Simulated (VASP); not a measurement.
# Ba3Ti3CO9F4 in VASP: further runs

Runs on Ba3Ti3CO9F4. Level: PBEsol. Tasks: single point.

Program: VASP 6.6.1. These are calculated values, not measurements. Logs are shortened: lines on timing, memory, paths and dates and some standing lists are left out, and cuts for length are marked.

## Step 1: The cell of the first run

The cell holds a slab with vacuum, 20 atoms: a = 5.643 Å, b = 5.666 Å, c = 18.903 Å, α = 90.00°, β = 90.00°, γ = 119.87°.

## Step 2: Single point, PBEsol

INCAR reads:

```
SYSTEM = Ba3Ti3CO9F4
  PREC = Accurate
  ENCUT = 520
  EDIFF = 1E-6
  ISMEAR = 0
  SIGMA = 0.05
  LREAL = Auto
  LASPH = .TRUE.
  NELM = 80
  ALGO = Normal
  ISIF = 2
  LWAVE = .FALSE.
  LCHARG = .FALSE.
  GGA = PS
  NBANDS = 92
```

KPOINTS reads:

```
regular mesh
0
G
  3 3 1
  0 0 0
```

POSCAR reads:

```
Ba3Ti3CO9F4
1.0
    5.6433910000      0.0000000000      0.0000000000
   -2.8216950000      4.9139330000      0.0000000000
    0.0000000000      0.0000000000     18.9026330000
Ba Ti O C F
3 3 9 1 4
Direct
    0.0000000000      0.0000000000      0.0529027000
    0.6604487706      0.3209292653      0.1865408617
    0.3253565676      0.6519359102      0.3264646109
    0.3250602000      0.6501204000      0.1166971000
    0.9943267337      0.9889966015      0.2479634135
    0.6558521256      0.3127601204      0.3767005231
    0.1586704928      0.3171107791      0.1525952815
    0.1587317161      0.8232013435      0.1482514315
    0.6644545024      0.8235286147      0.1482929215
    0.8275151249      0.6558129389      0.2837973650
    0.8252949615      0.1518955653      0.2856259966
    0.3264156590      0.1517235887      0.2856339327
    0.4978928952     -0.0034440827      0.4201807844
    0.4981651699      0.4762029634      0.4191706063
    0.9769903040      0.4767991328      0.4191682934
    0.5114733481      0.2225730442      0.6273258213
    0.7148545835      0.4517151796      0.6022719353
    0.2783014408      0.1692222853      0.5977176691
    0.5593501620      0.0190017337      0.6165390822
    0.4932162695      0.2503996029      0.6979944217
```

Potentials or basis: VASP PAW PBE potentials, release 64 (Ba_sv, Ti_sv, O, C, F).

Started as:

```sh
cat potpaw_PBE.64/Ba_sv/POTCAR potpaw_PBE.64/Ti_sv/POTCAR potpaw_PBE.64/O/POTCAR potpaw_PBE.64/C/POTCAR potpaw_PBE.64/F/POTCAR > POTCAR
mpirun -np 1 vasp_std > vasp.out
```

OUTCAR:

```text
SYSTEM = Ba3Ti3CO9F4
   PREC = Accurate
   ENCUT = 520
   EDIFF = 1E-6
   ISMEAR = 0
   LREAL = Auto
   LASPH = .TRUE.
   NELM = 80
   ISIF = 2
   GGA = PS

 ion  position               nearest neighbor table
   1  0.000  0.000  0.053-   8 2.44   9 2.44   7 2.45   4 3.41   4 3.52   4 3.52   5 3.69   2 4.10
                             2 4.10   2 4.19
   2  0.660  0.321  0.187-  10 2.47  11 2.49  12 2.49   7 2.89   7 2.89   9 2.92   8 2.92   8 2.93
                             9 2.93   5 3.46   5 3.46   5 3.48   4 3.51   4 3.51   4 3.55   6 3.59
   3  0.325  0.652  0.326-  15 2.44  14 2.45  13 2.45  12 2.93  10 2.93  10 2.94  11 2.94  11 2.94
                            12 2.94   6 3.38   6 3.41   6 3.41   5 3.58   5 3.59   5 3.59   2 4.19
   4  0.325  0.650  0.117-   8 1.77   9 1.77   7 1.77   1 3.41   2 3.51   2 3.51   1 3.52   1 3.52
                             2 3.55
   5  0.994  0.989  0.248-  10 1.77  11 1.77  12 1.77   7 2.42   2 3.46   2 3.46   2 3.48   3 3.58
                             3 3.59   3 3.59   1 3.69
   6  0.656  0.313  0.377-  13 1.76  14 1.76  15 1.76  12 2.36  11 2.36  10 2.43   3 3.38   3 3.41
                             3 3.41   2 3.59
   7  0.159  0.317  0.153-   4 1.77   5 2.42   1 2.45   2 2.89   2 2.89
   8  0.159  0.823  0.148-   4 1.77   1 2.44   2 2.92   2 2.93
   9  0.664  0.824  0.148-   4 1.77   1 2.44   2 2.92   2 2.93
  10  0.828  0.656  0.284-   5 1.77   6 2.43   2 2.47   3 2.93   3 2.94
  11  0.825  0.152  0.286-   5 1.77   6 2.36   2 2.49   3 2.94   3 2.94
  12  0.326  0.152  0.286-   5 1.77   6 2.36   2 2.49   3 2.93   3 2.94
  13  0.498  0.997  0.420-   6 1.76   3 2.45
  14  0.498  0.476  0.419-   6 1.76   3 2.45
  15  0.977  0.477  0.419-   6 1.76   3 2.44
  16  0.511  0.223  0.627-  18 1.32  17 1.32  19 1.32  20 1.36
  17  0.715  0.452  0.602-  16 1.32
  18  0.278  0.169  0.598-  16 1.32
  19  0.559  0.019  0.617-  16 1.32
  20  0.493  0.250  0.698-  16 1.36

  LATTYP: Found a base centered orthorhombic cell.
 ALAT       =     5.6433910000
 B/A-ratio  =     1.7414823818
 C/A-ratio  =     3.3495168065

  Lattice vectors:

 A1 = (   2.8216950000,  -4.9139330000,   0.0000000000)
 A2 = (   2.8216960000,   4.9139330000,   0.0000000000)
 A3 = (   0.0000000000,   0.0000000000,  18.9026330000)

Analysis of symmetry for initial positions (statically):
=====================================================================
 Subroutine PRICEL returns:
 Original cell was already a primitive cell.

 Routine SETGRP: Setting up the symmetry group for a
 base centered orthorhombic supercell.

 Subroutine GETGRP returns: Found  1 space group operations
 (whereof  1 operations were pure point group operations)
 out of a pool of  8 trial point group operations.

The static configuration has the point symmetry C_1 .

Analysis of symmetry for dynamics (positions and initial velocities):
=====================================================================
 Subroutine PRICEL returns:
 Original cell was already a primitive cell.

 Routine SETGRP: Setting up the symmetry group for a
 base centered orthorhombic supercell.

 Subroutine GETGRP returns: Found  1 space group operations
 (whereof  1 operations were pure point group operations)
 out of a pool of  8 trial point group operations.

The dynamic configuration has the point symmetry C_1 .

 Subroutine INISYM returns: Found  1 space group operations
 (whereof  1 operations are pure point group operations),
 and found     1 'primitive' translations

----------------------------------------------------------------------------------------

                                     Primitive cell

  volume of cell :     524.1936

  direct lattice vectors                    reciprocal lattice vectors
     5.643391000  0.000000000  0.000000000     0.177198426  0.101751471  0.000000000
    -2.821695000  4.913933000  0.000000000     0.000000000  0.203502978  0.000000000
     0.000000000  0.000000000 18.902633000     0.000000000  0.000000000  0.052902683

  length of vectors
     5.643391000  5.666453935 18.902633000     0.204334637  0.203502978  0.052902683

  position of ions in fractional coordinates (direct lattice)
     0.000000000  0.000000000  0.052902700
     0.660448771  0.320929265  0.186540862
     0.325356568  0.651935910  0.326464611
     0.325060200  0.650120400  0.116697100
     0.994326734  0.988996601  0.247963414
     0.655852126  0.312760120  0.376700523
[... 12 lines left out ...]
     0.559350162  0.019001734  0.616539082
     0.493216270  0.250399603  0.697994422

  ion indices of the primitive-cell ions
   primitive index   ion index
                 1           1
                 2           2
                 3           3
                 4           4
                 5           5
                 6           6
[... 12 lines left out ...]
                19          19
                20          20

----------------------------------------------------------------------------------------

 KPOINTS: regular mesh

Automatic generation of k-mesh.
 Grid dimensions read from file:
 generate k-points for:    3    3    1

 Generating k-lattice:

  Cartesian coordinates                     Fractional coordinates (reciprocal lattice)
     0.059066142  0.033917157  0.000000000     0.333333333  0.000000000  0.000000000
     0.000000000  0.067834326  0.000000000     0.000000000  0.333333333  0.000000000
     0.000000000  0.000000000  0.052902683     0.000000000  0.000000000  1.000000000

  Length of vectors
     0.068111546  0.067834326  0.052902683

  Shift w.r.t. Gamma in fractional coordinates (k-lattice)
     0.000000000  0.000000000  0.000000000

 Subroutine IBZKPT returns following result:
 ===========================================

 Found      5 irreducible k-points:

 Following reciprocal coordinates:
            Coordinates               Weight
  0.000000  0.000000  0.000000      1.000000
  0.333333  0.000000  0.000000      2.000000
  0.333333 -0.333333  0.000000      2.000000
  0.000000  0.333333  0.000000      2.000000
  0.333333  0.333333  0.000000      2.000000
   k-points           NKPTS =      5   k-points in BZ     NKDIM =      5   number of bands    NBANDS=     92
   number of dos      NEDOS =    301   number of ions     NIONS =     20
   total plane-waves  NPLWV = 254016
   dimension x,y,z NGX =    42 NGY =   42 NGZ =  144
   dimension x,y,z NGXF=    84 NGYF=   84 NGZF=  288
   ions per type =               3   3   9   1   4
   NGX,Y,Z   is equivalent  to a cutoff of  12.37, 12.32, 12.66 a.u.
   NGXF,Y,Z  is equivalent  to a cutoff of  24.75, 24.64, 25.33 a.u.
 SYSTEM =  Ba3Ti3CO9F4
   PREC   = accura    normal or accurate (medium, high low for compatibility)
   ISTART =      0    job   : 0-new  1-cont  2-samecut
   ICHARG =      2    charge: 1-file 2-atom 10-const
   ISPIN  =      1    spin polarized calculation?
   LNONCOLLINEAR =      F non collinear calculations
   LSORBIT =      F    spin-orbit coupling
   LASPH  =      T    aspherical Exc in radial PAW
   ENCUT  =  520.0 eV  38.22 Ry    6.18 a.u.  10.49 10.54 35.15*2*pi/ulx,y,z
   NELM   =     80;   NELMIN=  2; NELMDL= -5     # of ELM steps
   EDIFF  = 0.1E-05   stopping-criterion for ELM
   LREAL  =      T    real-space projection
   EDIFFG = 0.1E-04   stopping-criterion for IOM
   NSW    =      0    number of steps for IOM
   IBRION =     -1    ionic relax: 0-MD 1-quasi-New 2-CG
   NFREE  =      0    steps in history (QN), initial steepest desc. (CG)
   ISIF   =      2    stress and relaxation
   ISYM   =      2    0-nonsym 1-usesym 2-fastsym
   POTIM  = 0.5000    time-step for ionic-motion
   TEBEG  =    0.0;   TEEND  =   0.0 temperature during run
   PSTRESS=    0.0 pullay stress
   NELECT =     152.0000    total number of electrons
   NUPDOWN=      -1.0000    fix difference up-down
   EMIN   =  10.00;   EMAX   =-10.00  energy-range for DOS
   EFERMI =   0.00;   METHOD = LEGACY
   ISMEAR =     0;   SIGMA  =   0.05  broadening in eV -4-tet -1-fermi 0-gaus
   EFERMI_NEDOS =   21; number of points for ismear=-14 and -15
   IALGO  =     38    algorithm
   IMIX   =      4    mixing-type and parameters
     AMIX     =   0.40;   BMIX     =  1.00
     AMIX_MAG =   1.60;   BMIX_MAG =  1.00
  volume/ion in A,a.u.               =      26.21       176.87
  Fermi-wavevector in a.u.,A,eV,Ry     =   1.083575  2.047659 15.975061  1.174134
  Thomas-Fermi vector in A             =   2.219644
   LORBIT       =      0    0 simple, 1 ext, 2 COOP (PROOUT), +10 PAW based schemes
   GGA     = PS    functional components
   LHFCALC =     F    Hartree Fock is set to
   AEXX    =    0.0000 exact exchange contribution
   IVDW    =     0    specifies the selected vdW correction
   LEPSILON=     F    determine dielectric tensor
   LRPA    =     F    only Hartree local field effects (RPA)
 non-spin polarized calculation
 Gauss-broadening in eV      SIGMA  =   0.05
  energy-cutoff  :      520.00
  volume of cell :      524.19
 maximum number of plane-waves:     14151
 NGX is ok and might be reduce to    42
   NGX = 21   NGY = 21   NGZ = 71

 number of electron     152.0000016 magnetization

 Free energy of the ion-electron system (eV)
  ---------------------------------------------------
  ext. energy  EPLUGINS =         0.00000000
  ---------------------------------------------------
  free energy    TOTEN  =      -139.95903218 eV

  energy without entropy =     -139.94288116  energy(sigma->0) =     -139.95095667

 E-fermi :  -1.0783     XC(G=0):  -6.4856

 val. band max:       -1.0867078670   @ k =   0.3333   0.3333   0.0000
 cond. band min:      -1.0445282367   @ k =   0.3333   0.0000   0.0000
 fundamental gap:      0.0421796303
 Fermi energy:        -1.0782557697

 k-point     1 :       0.0000    0.0000    0.0000
  band No.  band energies     occupation
      1     -58.3733      2.00000
      2     -57.4251      2.00000
      3     -55.7153      2.00000
      4     -35.0309      2.00000
      5     -35.0222      2.00000
      6     -34.7181      2.00000
[... 444 lines left out ...]
     87       2.5525      0.00000
     88       2.8834      0.00000
 [bands above 88 left out]

------------------------ aborting loop because EDIFF is reached ----------------------------------------

  FORCE on cell =-STRESS in cart. coord.  units (eV):
  Direction    XX          YY          ZZ          XY          YZ          ZX
  --------------------------------------------------------------------------------------
  -------------------------------------------------------------------------------------
  Total       13.0588272     13.1657920      4.3407137     -0.0007855      0.1932378      0.0314508
  in kB       39.9138007     40.2407342     13.2672237     -0.0024010      0.5906238      0.0961281
  external PRESSURE =      31.1405862 kB  Pullay stress =       0.0000000 kB

 VOLUME and BASIS-vectors are now :
 -----------------------------------------------------------------------------
  energy-cutoff  :      520.00
  volume of cell :      524.19
      direct lattice vectors                 reciprocal lattice vectors
     5.643391000  0.000000000  0.000000000     0.177198426  0.101751471  0.000000000
    -2.821695000  4.913933000  0.000000000     0.000000000  0.203502978  0.000000000
     0.000000000  0.000000000 18.902633000     0.000000000  0.000000000  0.052902683

 POSITION                                       TOTAL-FORCE (eV/Angst)
 -----------------------------------------------------------------------------------
      0.00000      0.00000      1.00000        -0.001760     -0.175195     -1.977149
      2.82161      1.57702      3.52611        -0.004340     -0.004408     -0.420685
     -0.00345      3.20357      6.17104         0.009412      0.010649     -0.436975
      0.00000      3.19465      2.20588         0.003848      0.187056      1.302117
      2.82073      4.85986      4.68716         0.003582     -0.011306     -0.125855
      2.81872      1.53688      7.12063         0.001772      0.005751     -0.147287
[... 12 lines left out ...]
      3.10301      0.09337     11.65421         0.293321     -0.348317     -0.062629
      2.07686      1.23045     13.19393        -0.055558      0.043244      0.400105
 -----------------------------------------------------------------------------------
    total drift:                                0.003560     -0.004325     -0.024692

  FREE ENERGIE OF THE ION-ELECTRON SYSTEM (eV)
  ---------------------------------------------------
  free  energy   TOTEN  =      -139.9590321822 eV

  energy  without entropy=     -139.9428811586  energy(sigma->0) =     -139.95095667
```

It took 8.9 min on 1 thread of Intel Xeon Platinum 8488C (Sapphire Rapids), shared host; peak memory 0.64 GiB.

What came out:

```yaml
Free_energy: -139.9590 eV
Largest_force: 1.985 eV/Å
Band_gap_on_the_k_mesh: 0.04 eV (least direct gap 0.16 eV)
```

Forces in eV/Å, atoms in the order of the input:
```
Ba  -0.002 -0.175 -1.977
Ba  -0.004 -0.004 -0.421
Ba   0.009  0.011 -0.437
Ti   0.004  0.187  1.302
Ti   0.004 -0.011 -0.126
Ti   0.002  0.006 -0.147
O   -0.002  0.072  0.198
O    0.067 -0.040  0.191
O   -0.069 -0.041  0.187
O    0.002  0.044  0.196
O    0.021 -0.013  0.184
O   -0.030 -0.018  0.178
O   -0.001  0.059  0.229
O    0.060 -0.035  0.223
O   -0.059 -0.035  0.221
C    0.013 -0.012  0.020
F    0.181  0.407 -0.166
F   -0.433 -0.094 -0.195
F    0.293 -0.348 -0.063
F   -0.056  0.043  0.400
```

Caveat: the k points lie up to 0.43 Å⁻¹ apart; there is no dipole correction, which matters where the two faces differ; the PAW data sets were made with another functional, which shifts forces and pressure a little; spin-orbit coupling is left out, which moves the levels of the heavy elements.

(Continued in part 2 of 2.)
